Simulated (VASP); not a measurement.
Set up this calculation in VASP 6.6.1, as the native input.

* Task: single point
* Functional: r2SCAN
* Potentials or basis: VASP PAW PBE potentials, release 64 (Na_pv, Cl)
* Cutoff: 520 eV
* k mesh: 8 × 8 × 8
* Occupations: gaussian, width 0.05 eV
* Spin: no spin polarisation
* Dipole correction: no
* Further INCAR settings: ALGO = Normal; EDIFF = 1e-06; NBANDS = 14

The system is NaCl.

```
Na Cl
1.0
     0.00000    2.98939    2.54098
     2.98939    0.00000    2.54098
     2.98939    2.98939    0.00000
Na Cl
1 1
Direct
  0.00000 0.00000 0.00000
  0.50000 0.50000 0.50000
```

This cell differs from its parent crystal: ratio of the length along z to the lengths across it x 0.85, volume and fractional coordinates fixed.

The input as run:

POSCAR

```
NaCl
1.0
    0.0000000000      2.9893855709      2.5409777353
    2.9893855709      0.0000000000      2.5409777353
    2.9893855709      2.9893855709      0.0000000000
Na Cl
1 1
Direct
    0.0000000000      0.0000000000      0.0000000000
    0.5000000000      0.5000000000      0.5000000000
```

INCAR.step1

```
SYSTEM = NaCl
  PREC = Accurate
  ENCUT = 520
  ISMEAR = 0
  SIGMA = 0.05
  LREAL = .FALSE.
  LASPH = .TRUE.
  NELM = 60
  NBANDS = 14
  GGA = PE
  ALGO = Normal
  EDIFF = 1E-4
  LWAVE = .TRUE.
  LCHARG = .FALSE.
```

INCAR.step2

```
SYSTEM = NaCl
  PREC = Accurate
  ENCUT = 520
  EDIFF = 1E-6
  ISMEAR = 0
  SIGMA = 0.05
  LREAL = .FALSE.
  LASPH = .TRUE.
  NELM = 60
  ALGO = Normal
  ISIF = 2
  LWAVE = .FALSE.
  LCHARG = .TRUE.
  METAGGA = R2SCAN
  LMIXTAU = .TRUE.
  LELF = .TRUE.
  LVHAR = .TRUE.
  NBANDS = 14
  ISTART = 1
```

KPOINTS

```
regular mesh
0
G
  8 8 8
  0 0 0
```

Potentials or basis: VASP PAW PBE potentials, release 64 (Na_pv, Cl).

Command:

```sh
$ cat potpaw_PBE.64/Na_pv/POTCAR potpaw_PBE.64/Cl/POTCAR > POTCAR
$ cp INCAR.step1 INCAR
$ mpirun -np 1 vasp_std > vasp.out
$ cp INCAR.step2 INCAR
$ mpirun -np 1 vasp_std > vasp.out
```

Results of the run:

```
Pressure               : 0.9 GPa
Band gap on the k mesh : 5.81 eV
```

Caveat: the PAW data sets were made with another functional, which shifts forces and pressure a little.

Run time: 2.5 min on 1 thread of Intel(R) Xeon(R) Platinum 8375C CPU @ 2.90GHz (Ice Lake) (shared host), peak memory 0.18 GiB.
